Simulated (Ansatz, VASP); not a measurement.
## One calculation of MnCrSb, two programs

```
CELL_PARAMETERS angstrom
4.54508 0.00000 0.00000
-2.27254 3.93616 0.00000
0.00000 0.00000 5.53827
ATOMIC_POSITIONS crystal
Sb 0.33333 0.66667 0.25000
Sb 0.66667 0.33333 0.75000
Mn 0.00000 0.00000 0.50000
Mn 0.00000 0.00000 0.00000
Cr 0.33333 0.66667 0.75000
Cr 0.66667 0.33333 0.25000
```

Alike in both runs: task single point; functional PBE; k mesh 7 × 7 × 5; occupations fermi-dirac, width 0.05 eV; collinear spin.

|  | VASP | Ansatz |
| --- | --- | --- |
| version | VASP 6.6.1 | Ansatz 0.2.0 |
| potentials or method | VASP PAW PBE potentials, release 64 (Sb, Mn_pv, Cr_pv) | Ansatz PAW |
| plane-wave cutoff (eV) | 520 | 420 |
| valence electrons in the cell | 60 | 88 |

```csv
,VASP,Ansatz,Ansatz less VASP
gap on the k mesh at the Fermi level (eV),none,none,-
pressure (GPa),-1.1,1.6,+2.69
"traceless stress, the component that is largest in VASP (GPa)",-0.19,-2.57,-2.381
net moment per atom (μB),1.95,0.14,-1.817
size of the moment on the site where the two differ most (μB),3.12,3.31,+0.196
```

The net moments are unlike, so the other rows may belong to different states. Site moments also hang on the region over which each program counts them. A gap of «none» marks a metal or a gap that the smearing closes. VASP's potentials hold 60 valence electrons a cell and Ansatz's 88, so a difference there can come from the potentials and not from the codes.

Neither program's run includes spin-orbit coupling.
